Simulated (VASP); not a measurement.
# SiO2 (P4_2/mnm) in VASP: a series of runs

Runs on SiO2. Level: r2SCAN. Tasks: single point, relaxation of cell and atoms.

Everything below comes from runs of VASP 6.6.1. Logs are shortened: lines on timing, memory, paths and dates and some standing lists are left out, and cuts for length are marked.

### 1 The cell of the first run

Symmetry: P4_2/mnm, No. 136, tetragonal system. Conventional cell: a = 4.185 Å, b = 4.185 Å, c = 2.669 Å, α = 90.00°, β = 90.00°, γ = 90.00°. Within 2.3 Å of Si (site symmetry mmm) lie 6 O at 1.76 to 1.81 Å. Within 2.3 Å of O (site symmetry m2m) lie 3 Si at 1.76 to 1.81 Å and 1 O at 2.30 Å.

### 2 Single point, r2SCAN

The input, POSCAR:

```
SiO2
1.0
    4.1852144317      0.0000000000      0.0000000000
    0.0000000000      4.1852144317      0.0000000000
    0.0000000000      0.0000000000      2.6688123844
Si O
2 4
Direct
    0.0000000000      0.0000000000      0.0000000000
    0.5000000000      0.5000000000      0.5000000000
    0.3061009094      0.3061009094      0.0000000000
    0.1938990906      0.8061009094      0.5000000000
    0.6938990906      0.6938990906      0.0000000000
    0.8061009094      0.1938990906      0.5000000000
```

The input, INCAR.step1:

```
SYSTEM = SiO2
ALGO = Normal ; EDIFF = 1E-4
ENCUT = 520 ; GGA = PE
ISMEAR = -1 ; LASPH = .True.
LCHARG = .False. ; LREAL = .False.
LWAVE = .True. ; NBANDS = 25
NELM = 60 ; PREC = Accurate
SIGMA = 0.1
```

The input, INCAR.step2:

```
SYSTEM = SiO2
ALGO = Normal ; EDIFF = 1E-6
ENCUT = 520 ; ISIF = 2
ISMEAR = -1 ; ISTART = 1
LASPH = .True. ; LCHARG = .False.
LMIXTAU = .True. ; LREAL = .False.
LWAVE = .False. ; METAGGA = R2SCAN
NBANDS = 25 ; NELM = 60
PREC = Accurate ; SIGMA = 0.1
```

The input, KPOINTS:

```
k-points
0
Gamma
  4 4 7
  0 0 0
```

Potentials or basis: VASP PAW PBE potentials, release 64 (Si, O).

On the command line:

```sh
> cat potpaw_PBE.64/Si/POTCAR potpaw_PBE.64/O/POTCAR > POTCAR
> cp INCAR.step1 INCAR
> mpirun -np 1 vasp_std > vasp.out
> cp INCAR.step2 INCAR
> mpirun -np 1 vasp_std > vasp.out
```

OUTCAR:

```text
SYSTEM = SiO2
   EDIFF = 1E-6
   ENCUT = 520
   ISIF = 2
   ISMEAR = -1
   ISTART = 1
   LASPH = .True.
   LREAL = .False.
   METAGGA = R2SCAN
   NELM = 60
   PREC = Accurate

 ion  position               nearest neighbor table
   1  0.000  0.000  0.000-   4 1.76   6 1.76   4 1.76   6 1.76   5 1.81   3 1.81
   2  0.500  0.500  0.500-   3 1.76   5 1.76   3 1.76   5 1.76   4 1.81   6 1.81
   3  0.306  0.306  0.000-   2 1.76   2 1.76   1 1.81
   4  0.194  0.806  0.500-   1 1.76   1 1.76   2 1.81
   5  0.694  0.694  0.000-   2 1.76   2 1.76   1 1.81
   6  0.806  0.194  0.500-   1 1.76   1 1.76   2 1.81

  LATTYP: Found a simple tetragonal cell.
 ALAT       =     4.1852144317
 C/A-ratio  =     0.6376763791

  Lattice vectors:

 A1 = (   4.1852144317,   0.0000000000,   0.0000000000)
 A2 = (   0.0000000000,   4.1852144317,   0.0000000000)
 A3 = (   0.0000000000,   0.0000000000,   2.6688123844)

Analysis of symmetry for initial positions (statically):
=====================================================================
 Subroutine PRICEL returns:
 Original cell was already a primitive cell.

 Routine SETGRP: Setting up the symmetry group for a
 simple tetragonal supercell.

 Subroutine GETGRP returns: Found 16 space group operations
 (whereof  8 operations were pure point group operations)
 out of a pool of 16 trial point group operations.

The static configuration has the point symmetry D_2h.
 The point group associated with its full space group is D_4h.

Analysis of symmetry for dynamics (positions and initial velocities):
=====================================================================
 Subroutine PRICEL returns:
 Original cell was already a primitive cell.

 Routine SETGRP: Setting up the symmetry group for a
 simple tetragonal supercell.

 Subroutine GETGRP returns: Found 16 space group operations
 (whereof  8 operations were pure point group operations)
 out of a pool of 16 trial point group operations.

The dynamic configuration has the point symmetry D_2h.
 The point group associated with its full space group is D_4h.

 Subroutine INISYM returns: Found 16 space group operations
 (whereof  8 operations are pure point group operations),
 and found     1 'primitive' translations

----------------------------------------------------------------------------------------

                                     Primitive cell

  volume of cell :      46.7470

  direct lattice vectors                    reciprocal lattice vectors
     4.185214432  0.000000000  0.000000000     0.238936383  0.000000000  0.000000000
[... 98 lines left out ...]
   NFREE  =      0    steps in history (QN), initial steepest desc. (CG)
   ISIF   =      2    stress and relaxation
   ISYM   =      2    0-nonsym 1-usesym 2-fastsym
   POTIM  = 0.5000    time-step for ionic-motion
   TEBEG  =    0.0;   TEEND  =   0.0 temperature during run
   PSTRESS=    0.0 pullay stress
   NELECT =      32.0000    total number of electrons
   NUPDOWN=      -1.0000    fix difference up-down
   EMIN   =  10.00;   EMAX   =-10.00  energy-range for DOS
   EFERMI =   0.00;   METHOD = LEGACY
   ISMEAR =    -1;   SIGMA  =   0.10  broadening in eV -4-tet -1-fermi 0-gaus
   EFERMI_NEDOS =   21; number of points for ismear=-14 and -15
   IALGO  =     38    algorithm
   IMIX   =      4    mixing-type and parameters
     AMIX     =   0.40;   BMIX     =  1.00
     AMIX_MAG =   1.60;   BMIX_MAG =  1.00
  volume/ion in A,a.u.               =       7.79        52.58
  Fermi-wavevector in a.u.,A,eV,Ry     =   1.442803  2.726502 28.322978  2.081680
  Thomas-Fermi vector in A             =   2.561282
   LORBIT       =      0    0 simple, 1 ext, 2 COOP (PROOUT), +10 PAW based schemes
   METAGGA = R2SCAN    functional components
   LHFCALC =     F    Hartree Fock is set to
   AEXX    =    0.0000 exact exchange contribution
   IVDW    =     0    specifies the selected vdW correction
   LEPSILON=     F    determine dielectric tensor
   LRPA    =     F    only Hartree local field effects (RPA)
 non-spin polarized calculation
  energy-cutoff  :      520.00
  volume of cell :       46.75
 maximum number of plane-waves:      1274
 NGX is ok and might be reduce to    32
   NGX = 15   NGY = 15   NGZ =  9

 number of electron      31.9999977 magnetization

 Free energy of the ion-electron system (eV)
  ---------------------------------------------------
  ext. energy  EPLUGINS =         0.00000000
  ---------------------------------------------------
  free energy    TOTEN  =       -58.78559616 eV

  energy without entropy =      -58.78559616  energy(sigma->0) =      -58.78559616

 E-fermi :   9.7135     XC(G=0): -12.8668

 val. band max:        7.7882428269   @ k =   0.0000   0.0000   0.0000
 cond. band min:      14.2970315120   @ k =   0.0000   0.0000   0.0000
 fundamental gap:      6.5087886851
 Fermi energy:         9.7134507170

 k-point     1 :       0.0000    0.0000    0.0000
  band No.  band energies     occupation
      1     -15.7436      2.00000
      2     -12.1601      2.00000
      3     -12.1601      2.00000
      4     -11.9008      2.00000
      5      -3.2430      2.00000
      6       1.2823      2.00000
[... 661 lines left out ...]
     24      23.0557      0.00000
     25      24.6426      0.00000

------------------------ aborting loop because EDIFF is reached ----------------------------------------

  FORCE on cell =-STRESS in cart. coord.  units (eV):
  Direction    XX          YY          ZZ          XY          YZ          ZX
  --------------------------------------------------------------------------------------
  -------------------------------------------------------------------------------------
  Total        0.0256806      0.0256806      0.2909456     -0.0000000      0.0000000      0.0000000
  in kB        0.8801601      0.8801601      9.9716946     -0.0000000      0.0000000      0.0000000
  external PRESSURE =       3.9106716 kB  Pullay stress =       0.0000000 kB

 VOLUME and BASIS-vectors are now :
 -----------------------------------------------------------------------------
  energy-cutoff  :      520.00
  volume of cell :       46.75
      direct lattice vectors                 reciprocal lattice vectors
     4.185214432  0.000000000  0.000000000     0.238936383  0.000000000  0.000000000
     0.000000000  4.185214432  0.000000000     0.000000000  0.238936383  0.000000000
     0.000000000  0.000000000  2.668812384     0.000000000  0.000000000  0.374698501

 POSITION                                       TOTAL-FORCE (eV/Angst)
 -----------------------------------------------------------------------------------
      0.00000      0.00000      0.00000         0.000000     -0.000000      0.000000
      2.09261      2.09261      1.33441         0.000000     -0.000000      0.000000
      1.28110      1.28110      0.00000        -0.015041     -0.015041     -0.000000
      0.81151      3.37371      1.33441         0.015041     -0.015041     -0.000000
      2.90412      2.90412      0.00000         0.015041      0.015041      0.000000
      3.37371      0.81151      1.33441        -0.015041      0.015041      0.000000
 -----------------------------------------------------------------------------------
    total drift:                                0.000000      0.000000     -0.000000

  FREE ENERGIE OF THE ION-ELECTRON SYSTEM (eV)
  ---------------------------------------------------
  free  energy   TOTEN  =       -58.7855961645 eV

  energy  without entropy=      -58.7855961643  energy(sigma->0) =      -58.78559616
```

OUTCAR.step1:

```text
SYSTEM = SiO2
   EDIFF = 1E-4
   ENCUT = 520
   GGA = PE
   ISMEAR = -1
   LASPH = .True.
   LREAL = .False.
   NELM = 60
[... 906 lines left out ...]
      0.81151      3.37371      1.33441         0.071014     -0.071014      0.000000
      2.90412      2.90412      0.00000         0.071014      0.071014      0.000000
      3.37371      0.81151      1.33441        -0.071014      0.071014      0.000000
 -----------------------------------------------------------------------------------
    total drift:                                0.000000      0.000000     -0.000000

  FREE ENERGIE OF THE ION-ELECTRON SYSTEM (eV)
  ---------------------------------------------------
  free  energy   TOTEN  =       -46.2697864410 eV

  energy  without entropy=      -46.2697864409  energy(sigma->0) =      -46.26978644
```

OSZICAR.step1:

```text
N       E                     dE             d eps       ncg     rms          rms(c)
DAV:   1     0.140551566096E+03    0.14055E+03   -0.17677E+04  1208   0.123E+03
DAV:   2    -0.439369763607E+02   -0.18449E+03   -0.17711E+03  1543   0.282E+02
DAV:   3    -0.508615663319E+02   -0.69246E+01   -0.68969E+01  1598   0.523E+01
DAV:   4    -0.509062191187E+02   -0.44653E-01   -0.44640E-01  1406   0.487E+00
DAV:   5    -0.509065779625E+02   -0.35884E-03   -0.35877E-03  1628   0.414E-01    0.175E+01
DAV:   6    -0.462114552440E+02    0.46951E+01   -0.13212E+01  1509   0.244E+01    0.804E+00
DAV:   7    -0.462486284110E+02   -0.37173E-01   -0.72477E-01  1504   0.504E+00    0.294E+00
DAV:   8    -0.462629751785E+02   -0.14347E-01   -0.24465E-02  1464   0.137E+00    0.109E+00
DAV:   9    -0.462695957371E+02   -0.66206E-02   -0.93227E-03  1536   0.823E-01    0.265E-01
DAV:  10    -0.462698052443E+02   -0.20951E-03   -0.45978E-04  1524   0.153E-01    0.438E-02
DAV:  11    -0.462697864410E+02    0.18803E-04   -0.76206E-05  1007   0.650E-02
   1 F= -.46269786E+02 E0= -.46269786E+02  d E =-.145112E-09
```

It took 48 s on 1 thread of AMD EPYC 9R45 (Zen 5), shared host; peak memory 0.13 GiB.

Results:

| Item | Value |
| --- | --- |
| Free energy | -58.7856 eV |
| Pressure | 0.4 GPa |
| Largest force | 0.021 eV/Å |
| Band gap on the k mesh | 6.51 eV |

Forces on the atoms (eV/Å):
```
Si   0.000  0.000  0.000
Si   0.000  0.000  0.000
O   -0.015 -0.015  0.000
O    0.015 -0.015  0.000
O    0.015  0.015  0.000
O   -0.015  0.015  0.000
```

Caveat: the PAW data sets were made with another functional, which shifts forces and pressure a little. r2SCAN opens gaps a little over a GGA but as a rule still falls short of measured ones.

### 3 Single point, r2SCAN

The input, POSCAR:

```
SiO2
1.0
    4.1852141968      0.0000000000      0.0000000000
    0.0000000000      4.1852141968      0.0000000000
    0.0000000000      0.0000000000      2.6688123307
Si O
2 4
Direct
    0.0000000000      0.0000000000      0.0000000000
    0.5000000000      0.5000000000      0.5000000000
    0.3061009942      0.3061009942      0.0000000000
    0.1938990058      0.8061009942      0.5000000000
    0.6938990058      0.6938990058      0.0000000000
    0.8061009942      0.1938990058      0.5000000000
```

The input, INCAR.step1:

```
SYSTEM = SiO2
  PREC = Accurate
  ENCUT = 520
  ISMEAR = -5
  SIGMA = 0.1
  LREAL = .FALSE.
  LASPH = .TRUE.
  NELM = 80
  NBANDS = 25
  GGA = PE
  ALGO = Normal
  EDIFF = 1E-4
  LWAVE = .TRUE.
  LCHARG = .FALSE.
```

The input, INCAR.step2:

```
SYSTEM = SiO2
  PREC = Accurate
  ENCUT = 520
  EDIFF = 1E-6
  ISMEAR = -5
  SIGMA = 0.1
  LREAL = .FALSE.
  LASPH = .TRUE.
  NELM = 80
  ALGO = Normal
  ISIF = 2
  LWAVE = .FALSE.
  LCHARG = .FALSE.
  METAGGA = R2SCAN
  LMIXTAU = .TRUE.
  NBANDS = 25
  ISTART = 1
```

The input, KPOINTS:

```
Automatic mesh
0
G
  4 4 7
  0 0 0
```

Potentials or basis: VASP PAW PBE potentials, release 64 (Si, O).

On the command line:

```sh
> cat potpaw_PBE.64/Si/POTCAR potpaw_PBE.64/O/POTCAR > POTCAR
> cp INCAR.step1 INCAR
> mpirun -np 1 vasp_std > vasp.out
> cp INCAR.step2 INCAR
> mpirun -np 1 vasp_std > vasp.out
```

Run time: 48 s. Hardware: 1 thread of AMD EPYC 9R45 (Zen 5), shared host; peak memory 0.14 GiB.

It converged, with:

```yaml
Free_energy: -58.7856 eV
Pressure: 0.4 GPa
Largest_force: 0.021 eV/Å
Band_gap_on_the_k_mesh: 6.51 eV
```

Forces in eV/Å, atoms in the order of the input:
```
Si   0.000  0.000  0.000
Si   0.000  0.000  0.000
O   -0.015 -0.015  0.000
O    0.015 -0.015  0.000
O    0.015  0.015  0.000
O   -0.015  0.015  0.000
```

Stress tensor (GPa, compression positive):
```
0.09 0.00 0.00
0.00 0.09 0.00
0.00 0.00 1.00
```

Levels at points of the mesh, in eV from the valence-band top:
```
           k point  band 13  band 14  band 15  band 16  band 17  band 18  band 19  band 20
(0.00, 0.00, 0.00)    -2.52    -0.88    -0.88     0.00     6.51     7.64     9.47     9.47
(0.50, 0.00, 0.00)    -2.72    -2.72    -1.08    -1.08     8.70     8.70    10.05    10.05
(0.50, 0.50, 0.00)    -2.68    -2.68    -2.32    -2.32     8.39     8.39    11.05    11.05
```

Caveat: the PAW data sets were made with another functional, which shifts forces and pressure a little. r2SCAN opens gaps a little over a GGA but as a rule still falls short of measured ones.

### 4 Relaxation of cell and atoms, r2SCAN

This run uses another cell than the first one, of 7.55 Å³/atom.

The input, POSCAR:

```
SiO2
1.0
    4.1412033200      0.0000000000      0.0000000000
    0.0000000000      4.1412033200      0.0000000000
    0.0000000000      0.0000000000      2.6424670100
Si O
2 4
Direct
    0.0000000000      0.0000000000      0.0000000000
    0.5000000000      0.5000000000      0.5000000000
    0.3061500000      0.3061500000      0.0000000000
    0.1938500000      0.8061500000      0.5000000000
    0.6938500000      0.6938500000      0.0000000000
    0.8061500000      0.1938500000      0.5000000000
```

The input, INCAR.step1:

```
ALGO = Normal
EDIFF = 1E-4
ENCUT = 600
GGA = PE
ISMEAR = -1
LASPH = T
LCHARG = F
LREAL = F
LWAVE = T
NELM = 80
PREC = Accurate
SIGMA = 0.1
```

The input, INCAR.step2:

```
ALGO = Normal
EDIFF = 1E-6
EDIFFG = -0.01
ENCUT = 600
IBRION = 2
ISIF = 3
ISMEAR = -1
ISTART = 1
LASPH = T
LCHARG = F
LMIXTAU = T
LREAL = F
LWAVE = F
METAGGA = R2SCAN
NELM = 80
NSW = 60
PREC = Accurate
SIGMA = 0.1
```

The input, KPOINTS:

```
k-points
0
Gamma
  4 4 7
```

On the command line:

```sh
> cat potpaw_PBE.64/Si/POTCAR potpaw_PBE.64/O/POTCAR > POTCAR
> cp INCAR.step1 INCAR
> mpirun -np 1 vasp_std > vasp.out
> cp INCAR.step2 INCAR
> mpirun -np 1 vasp_std > vasp.out
```

Run time: 5 min. Hardware: 1 thread of AMD EPYC 9R45 (Zen 5), shared host; peak memory 0.16 GiB.

The run converged. Its results:

```
Free energy                           : -58.7975 eV
Relaxed volume                        : 7.79 Å³/atom
Relaxed cell                          : a = 4.181 Å, b = 4.181 Å, c = 2.673 Å, α = 90.00°, β = 90.00°, γ = 90.00°
Space group after relaxing (to 0.1 Å) : P4_2/mnm (No. 136)
Energy gained by relaxing             : 8.2 meV/atom
Ionic steps                           : 7
Pressure after relaxing               : -0.1 GPa
Band gap on the k mesh                : 6.50 eV
```

Forces on the atoms (eV/Å):
```
Si   0.000  0.000  0.000
Si   0.000  0.000  0.000
O    0.001  0.001  0.000
O   -0.001  0.001  0.000
O   -0.001 -0.001  0.000
O    0.001 -0.001  0.000
```

Stress tensor (GPa, compression positive):
```
-0.03  0.00  0.00
 0.00 -0.03  0.00
 0.00  0.00 -0.12
```

Step by step:
| step | energy change (eV) | largest force (eV/Å) | pressure (GPa) | volume (Å³) |
| --- | --- | --- | --- | --- |
| 1 | 0.0000 | 0.2621 | 11.17 | 45.32 |
| 2 | 0.0695 | 0.5761 | -14.77 | 48.86 |
| 3 | -0.0482 | 0.1054 | 0.08 | 46.66 |
| 4 | -0.0482 | 0.0987 | 0.29 | 46.63 |
| 5 | -0.0488 | 0.0299 | 0.02 | 46.72 |
| 6 | -0.0489 | 0.0017 | 0.08 | 46.70 |
| 7 | -0.0489 | 0.0021 | -0.06 | 46.73 |

Final structure:
```cif
data_structure
_symmetry_space_group_name_H-M 'P 1'
_symmetry_Int_Tables_number 1
_cell_length_a 4.1813
_cell_length_b 4.1813
_cell_length_c 2.6726
_cell_angle_alpha 90.000
_cell_angle_beta 90.000
_cell_angle_gamma 90.000
_cell_volume 46.73
loop_
_atom_site_label
_atom_site_type_symbol
_atom_site_fract_x
_atom_site_fract_y
_atom_site_fract_z
_atom_site_occupancy
Si1 Si 0.00000 0.00000 0.00000 1
Si2 Si 0.50000 0.50000 0.50000 1
O1 O 0.30589 0.30589 0.00000 1
O2 O 0.19411 0.80589 0.50000 1
O3 O 0.69411 0.69411 0.00000 1
O4 O 0.80589 0.19411 0.50000 1
```

Levels at points of the mesh, in eV from the valence-band top:
| k point | band 14 | band 15 | band 16 | band 17 | band 18 | band 19 |
| --- | --- | --- | --- | --- | --- | --- |
| (0.00, 0.00, 0.00) | -0.88 | -0.88 | 0.00 | 6.50 | 7.61 | 9.44 |
| (0.50, 0.00, 0.00) | -2.72 | -1.07 | -1.07 | 8.68 | 8.68 | 10.02 |
| (0.50, 0.50, 0.00) | -2.70 | -2.32 | -2.32 | 8.38 | 8.38 | 11.03 |

Caveat: the PAW data sets were made with another functional, which shifts forces and pressure a little.

(Continued in part 2 of 2.)
